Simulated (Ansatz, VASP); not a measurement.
## Mo in VASP and in Ansatz

The input INCAR:

```
SYSTEM = Mo
ALGO = Normal
EDIFF = 1E-7
ENCUT = 520
GGA = PS
ISIF = 2
ISMEAR = 0
LASPH = .TRUE.
LCHARG = .TRUE.
LELF = .TRUE.
LREAL = .FALSE.
LVHAR = .TRUE.
LWAVE = .FALSE.
NBANDS = 13
NELM = 100
PREC = Accurate
SIGMA = 0.15
```

Contents of KPOINTS:

```
k-points
0
G
  20 20 20
  0 0 0
```

POSCAR

```
Mo
1.0
    0.0000000000      2.1762000000      2.1762000000
    2.1762000000      0.0000000000      2.1762000000
    2.1762000000      2.1762000000      0.0000000000
Mo
1
Direct
    0.0000000000      0.0000000000      0.0000000000
```

Input for Ansatz:

```yaml
crystal:
  lattice:
    - [0.0, 2.1762, 2.1762]
    - [2.1762, 0.0, 2.1762]
    - [2.1762, 2.1762, 0.0]
  atoms:
    - { symbol: Mo, position: [0.0, 0.0, 0.0] }
basis:
  ecutwfc: 420
kpoints:
  mp_grid: { grid: [20, 20, 20] }
hamiltonian:
  xc: pbesol
scf:
  occupations: { method: gaussian, width: 0.15 }
output:
  forces: true
  stress: true
  eigenvalues: true
```

Change from the starting cell: strain +0.080 along x and y, +0.080 along z, atoms carried along.

Alike in both runs: task single point; functional PBEsol; k mesh 20 × 20 × 20; occupations gaussian, width 0.15 eV; no spin polarisation.

|  | VASP | Ansatz |
| --- | --- | --- |
| version | VASP 6.6.1 | Ansatz 0.2.0 |
| potentials or method | VASP PAW PBE potentials, release 64 (Mo_sv), cutoff 520 eV | scalar-relativistic, plane waves, PAW |
| valence electrons in the cell | 14 | 14 |

```tsv
	VASP	Ansatz	Ansatz less VASP
gap on the k mesh at the Fermi level (eV)	none	none	-
pressure (GPa)	-40.0	-40.1	-0.13
```

VASP's potentials were made for PBE, not for PBEsol. A gap of «none» marks a metal or a gap that the smearing closes. Both programs put the cell under strong tension, so it lies far from rest at this level.

Noted on VASP's run: the cell as given lies far from equilibrium.
